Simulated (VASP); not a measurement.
SnSe: single point with r2SCAN

Crystal: SnSe.

```xyz
2
Lattice="0.0000 3.1304 3.0100 2.8896 0.0000 3.0100 2.8896 3.1304 0.0000" Properties=species:S:1:pos:R:3 pbc="T T T"
Sn    0.0000    0.0000    0.0000
Se    2.8896    3.1304    3.0100
```

This cell differs from its parent crystal: strain -0.0400 x Voigt [1, -1, 0, 0, 0, 0].

```yaml
Program: VASP 6.6.1
Task: single point
Functional: r2SCAN
Potentials_or_basis: VASP PAW PBE potentials, release 64 (Sn_d, Se)
Cutoff: 520 eV
k_mesh: 10 × 10 × 10
Occupations: gaussian, width 0.05 eV
Spin: no spin polarisation
```

```
Pressure               : 0.8 GPa
Band gap on the k mesh : 0.44 eV (least direct gap 0.53 eV)
```

Stress tensor (GPa, compression positive):
```
 6.16  0.00  0.00
 0.00 -3.85  0.00
 0.00  0.00 -0.04
```

Levels at points of the mesh, in eV from the valence-band top:
| k point | band 7 | band 8 | band 9 | band 10 | band 11 | band 12 | band 13 | band 14 |
| --- | --- | --- | --- | --- | --- | --- | --- | --- |
| (0.00, 0.00, 0.00) | -5.17 | -3.03 | -2.58 | -2.24 | 3.50 | 4.37 | 5.49 | 5.81 |
| (0.50, 0.00, 0.00) | -8.58 | -2.41 | -2.29 | -0.01 | 0.59 | 1.03 | 1.41 | 8.59 |
| (0.50, 0.50, 0.00) | -6.30 | -5.94 | -4.54 | -3.61 | 3.18 | 4.52 | 6.21 | 6.60 |
| (0.50, 0.00, 0.50) | -6.10 | -5.84 | -4.24 | -3.75 | 3.29 | 5.20 | 5.66 | 6.33 |
| (0.00, 0.50, 0.50) | -6.46 | -6.03 | -4.39 | -3.95 | 3.01 | 4.84 | 5.80 | 6.81 |

Run time: 2.9 min on 1 thread of Intel(R) Xeon(R) 6975P-C (Granite Rapids) (shared host), peak memory 0.3 GiB.

Caveat: the cell differs from its parent crystal (strain -0.0400 x Voigt [1, -1, 0, 0, 0, 0]); the stress differs along the axes, from -4 to 6 GPa; semilocal functionals underestimate gaps, and a narrow one can read as zero; the PAW data sets were made with another functional, which shifts forces and pressure a little; spin-orbit coupling is left out, which moves the levels of the heavy elements. A k mesh can miss the band edges.
